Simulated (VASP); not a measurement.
# Au (Pm-3m) in VASP: single point with PBE

Aim: the single point of Au with PBE.

Everything below comes from runs of VASP 6.6.1. Logs are shortened: lines on timing, memory, paths and dates and some standing lists are left out, and cuts for length are marked.

## (1) The cell of the first run

The structure is cubic, space group Pm-3m (No. 221). Conventional cell: a = 3.982 Å, b = 3.982 Å, c = 3.982 Å, α = 90.00°, β = 90.00°, γ = 90.00°. Au (site symmetry 4/mmm) has 8 Au at 2.82 Å within 3.7 Å.

This isn't the form of Au at room conditions, which is fcc.

## (2) Single point, PBE

The input, POSCAR:

```
Au
1.0
    3.9819548000      0.0000000000      0.0000000000
    0.0000000000      3.9819548000      0.0000000000
    0.0000000000      0.0000000000      3.9819548000
Au
3
Direct
    0.5000000000      0.0000000000      0.0000000000
    0.0000000000      0.5000000000      0.0000000000
    0.0000000000      0.0000000000      0.5000000000
```

The input, INCAR.step1:

```
PREC     = Accurate       # precision mode
ENCUT    = 520            # plane-wave cutoff, eV
EDIFF    = 1E-7           # SCF threshold, eV
ISMEAR   = 0              # smearing method
SIGMA    = 0.1            # smearing width, eV
LREAL    = F              # projectors in reciprocal space
LASPH    = T              # aspherical terms in the spheres
NELM     = 80             # most SCF steps
ALGO     = Fast           # electronic algorithm
ISIF     = 2              # what is computed and relaxed
LWAVE    = F              # write WAVECAR
LCHARG   = T              # write CHGCAR
LMAXMIX  = 4              # l up to which the mixer works
GGA      = PE             # functional
NBANDS   = 24             # bands
```

The input, KPOINTS.step1:

```
Automatic mesh
0
Gamma
  12 12 12
```

The input, INCAR.step2:

```
PREC     = Accurate       # precision mode
ENCUT    = 520            # plane-wave cutoff, eV
EDIFF    = 1E-7           # SCF threshold, eV
ISMEAR   = -5             # smearing method
SIGMA    = 0.1            # smearing width, eV
LREAL    = F              # projectors in reciprocal space
LASPH    = T              # aspherical terms in the spheres
NELM     = 80             # most SCF steps
ALGO     = Fast           # electronic algorithm
ISIF     = 2              # what is computed and relaxed
LWAVE    = F              # write WAVECAR
LCHARG   = F              # write CHGCAR
LMAXMIX  = 4              # l up to which the mixer works
GGA      = PE             # functional
LORBIT   = 11             # projections on sites
NBANDS   = 24             # bands
NEDOS    = 2001           # points of the DOS
ICHARG   = 11             # starting density
```

The input, KPOINTS.step2:

```
Automatic mesh
0
Gamma
  18 18 18
```

Potentials or basis: VASP PAW PBE potentials, release 64 (Au).

Started as:

```bash
> cat potpaw_PBE.64/Au/POTCAR > POTCAR
> cp INCAR.step1 INCAR
> cp KPOINTS.step1 KPOINTS
> mpirun -np 1 vasp_std > vasp.out
> cp INCAR.step2 INCAR
> cp KPOINTS.step2 KPOINTS
> mpirun -np 1 vasp_std > vasp.out
```

OUTCAR:

```text
PREC = Accurate
   ENCUT = 520
   EDIFF = 1E-7
   ISMEAR = -5
   LREAL = F
   LASPH = T
   NELM = 80
   ISIF = 2
   GGA = PE
   LORBIT = 11
   ICHARG = 11

 ion  position               nearest neighbor table
   1  0.500  0.000  0.000-   2 2.82   3 2.82   3 2.82   2 2.82   2 2.82   3 2.82   3 2.82   2 2.82

   2  0.000  0.500  0.000-   1 2.82   3 2.82   3 2.82   1 2.82   3 2.82   3 2.82   1 2.82   1 2.82

   3  0.000  0.000  0.500-   1 2.82   2 2.82   1 2.82   2 2.82   2 2.82   2 2.82   1 2.82   1 2.82

  LATTYP: Found a simple cubic cell.
 ALAT       =     3.9819548000

  Lattice vectors:

 A1 = (   3.9819548000,   0.0000000000,   0.0000000000)
 A2 = (   0.0000000000,   3.9819548000,   0.0000000000)
 A3 = (   0.0000000000,   0.0000000000,   3.9819548000)

Analysis of symmetry for initial positions (statically):
=====================================================================
 Subroutine PRICEL returns:
 Original cell was already a primitive cell.

 Routine SETGRP: Setting up the symmetry group for a
 simple cubic supercell.

 Subroutine GETGRP returns: Found 48 space group operations
 (whereof 48 operations were pure point group operations)
 out of a pool of 48 trial point group operations.

The static configuration has the point symmetry O_h .

Analysis of symmetry for dynamics (positions and initial velocities):
=====================================================================
 Subroutine PRICEL returns:
 Original cell was already a primitive cell.

 Routine SETGRP: Setting up the symmetry group for a
 simple cubic supercell.

 Subroutine GETGRP returns: Found 48 space group operations
 (whereof 48 operations were pure point group operations)
 out of a pool of 48 trial point group operations.

The dynamic configuration has the point symmetry O_h .

 Subroutine INISYM returns: Found 48 space group operations
 (whereof 48 operations are pure point group operations),
 and found     1 'primitive' translations

----------------------------------------------------------------------------------------

                                     Primitive cell

  volume of cell :      63.1377

  direct lattice vectors                    reciprocal lattice vectors
[... 93 lines left out ...]
   EDIFFG = 0.1E-05   stopping-criterion for IOM
   NSW    =      0    number of steps for IOM
   IBRION =     -1    ionic relax: 0-MD 1-quasi-New 2-CG
   NFREE  =      0    steps in history (QN), initial steepest desc. (CG)
   ISIF   =      2    stress and relaxation
   ISYM   =      2    0-nonsym 1-usesym 2-fastsym
   POTIM  = 0.5000    time-step for ionic-motion
   TEBEG  =    0.0;   TEEND  =   0.0 temperature during run
   PSTRESS=    0.0 pullay stress
   NELECT =      33.0000    total number of electrons
   NUPDOWN=      -1.0000    fix difference up-down
   EMIN   =  10.00;   EMAX   =-10.00  energy-range for DOS
   EFERMI =   0.00;   METHOD = LEGACY
   ISMEAR =    -5;   SIGMA  =   0.10  broadening in eV -4-tet -1-fermi 0-gaus
   EFERMI_NEDOS =   21; number of points for ismear=-14 and -15
   IALGO  =     68    algorithm
   IMIX   =      4    mixing-type and parameters
     AMIX     =   0.40;   BMIX     =  1.00
     AMIX_MAG =   1.60;   BMIX_MAG =  1.00
  volume/ion in A,a.u.               =      21.05       142.02
  Fermi-wavevector in a.u.,A,eV,Ry     =   1.318712  2.492004 23.660534  1.739000
  Thomas-Fermi vector in A             =   2.448662
   LORBIT       =     11    0 simple, 1 ext, 2 COOP (PROOUT), +10 PAW based schemes
   GGA     = PE    functional components
   LHFCALC =     F    Hartree Fock is set to
   AEXX    =    0.0000 exact exchange contribution
   IVDW    =     0    specifies the selected vdW correction
   LEPSILON=     F    determine dielectric tensor
   LRPA    =     F    only Hartree local field effects (RPA)
 non-spin polarized calculation
 RMM-DIIS sequential band-by-band and
 Fermi weights with tetrahedron method with Bloechl corrections
  energy-cutoff  :      520.00
  volume of cell :       63.14
 maximum number of plane-waves:      1743
 NGX is ok and might be reduce to    30

 number of electron      33.0000008 magnetization

 Free energy of the ion-electron system (eV)
  ---------------------------------------------------
  ext. energy  EPLUGINS =         0.00000000
  ---------------------------------------------------
  free energy    TOTEN  =        -9.42266372 eV

  energy without entropy =       -9.42266372  energy(sigma->0) =       -9.42266372

 E-fermi :   6.3391     XC(G=0): -11.2403

 val. band max:        6.3448456657   @ k =   0.3889   0.3889   0.0000
 cond. band min:       6.2515249415   @ k =   0.5000   0.3333   0.3333
 fundamental gap:     -0.0933207242
 Fermi energy:         6.3391115792

 k-point     1 :       0.0000    0.0000    0.0000
  band No.  band energies     occupation
      1      -2.1956      2.00000
      2       0.2661      2.00000
      3       0.5607      2.00000
      4       0.5607      2.00000
      5       0.5607      2.00000
      6       1.0805      2.00000
[... 637 lines left out ...]
     23      17.0860      0.00000
     24      17.9943      0.00000

 [... further k-points ...]

------------------------ aborting loop because EDIFF is reached ----------------------------------------

  FORCE on cell =-STRESS in cart. coord.  units (eV):
  Direction    XX          YY          ZZ          XY          YZ          ZX
  --------------------------------------------------------------------------------------
  -------------------------------------------------------------------------------------
  Total       -0.0159766     -0.0159766     -0.0159766     -0.0000000      0.0000000      0.0000000
  in kB       -0.4054219     -0.4054219     -0.4054219     -0.0000000      0.0000000      0.0000000
  external PRESSURE =      -0.4054219 kB  Pullay stress =       0.0000000 kB

 VOLUME and BASIS-vectors are now :
 -----------------------------------------------------------------------------
  energy-cutoff  :      520.00
  volume of cell :       63.14
      direct lattice vectors                 reciprocal lattice vectors
     3.981954800  0.000000000  0.000000000     0.251132936  0.000000000  0.000000000
     0.000000000  3.981954800  0.000000000     0.000000000  0.251132936  0.000000000
     0.000000000  0.000000000  3.981954800     0.000000000  0.000000000  0.251132936

 POSITION                                       TOTAL-FORCE (eV/Angst)
 -----------------------------------------------------------------------------------
      1.99098      0.00000      0.00000         0.000000      0.000000      0.000000
      0.00000      1.99098      0.00000         0.000000      0.000000      0.000000
      0.00000      0.00000      1.99098         0.000000      0.000000      0.000000
 -----------------------------------------------------------------------------------
    total drift:                                0.000000      0.000000      0.000000

  FREE ENERGIE OF THE ION-ELECTRON SYSTEM (eV)
  ---------------------------------------------------
  free  energy   TOTEN  =        -9.4226637226 eV

  energy  without entropy=       -9.4226637226  energy(sigma->0) =       -9.42266372

 total charge

# of ion       s       p       d       tot
------------------------------------------
    1        0.577   0.297   8.752   9.626
    2        0.577   0.297   8.752   9.626
    3        0.577   0.297   8.752   9.626
--------------------------------------------------
tot          1.732   0.891  26.255  28.878
```

OUTCAR.step1:

```text
PREC = Accurate
   ENCUT = 520
   EDIFF = 1E-7
   ISMEAR = 0
   LREAL = F
[... 877 lines left out ...]
      1.99098      0.00000      0.00000         0.000000      0.000000      0.000000
      0.00000      1.99098      0.00000         0.000000      0.000000      0.000000
      0.00000      0.00000      1.99098         0.000000      0.000000      0.000000
 -----------------------------------------------------------------------------------
    total drift:                                0.000000      0.000000      0.000000

  FREE ENERGIE OF THE ION-ELECTRON SYSTEM (eV)
  ---------------------------------------------------
  free  energy   TOTEN  =        -9.4248400366 eV

  energy  without entropy=       -9.4215090975  energy(sigma->0) =       -9.42317457
```

Run time: 2.8 min. Hardware: 1 thread of Intel Xeon Platinum 8488C (Sapphire Rapids), shared host; peak memory 0.35 GiB.

What came out:

```
Valence electrons inside the program's atomic spheres : Au 9.63
```

Levels at points of the mesh, in eV from the Fermi level:
```tsv
k point	band 14	band 15	band 16	band 17	band 18	band 19
(0.00, 0.00, 0.00)	-0.90	-0.90	-0.90	3.07	3.07	3.07
(0.50, 0.00, 0.00)	-2.68	-2.56	-1.95	-0.90	6.62	6.62
(0.50, 0.50, 0.00)	-2.64	-2.26	-2.04	1.02	1.02	1.39
(0.50, 0.50, 0.50)	-1.22	-1.22	-0.43	1.53	1.53	1.53
```

Caveat: spin-orbit coupling is left out, which moves the levels of the heavy elements; tetrahedron occupations give inexact forces and stress in metals.
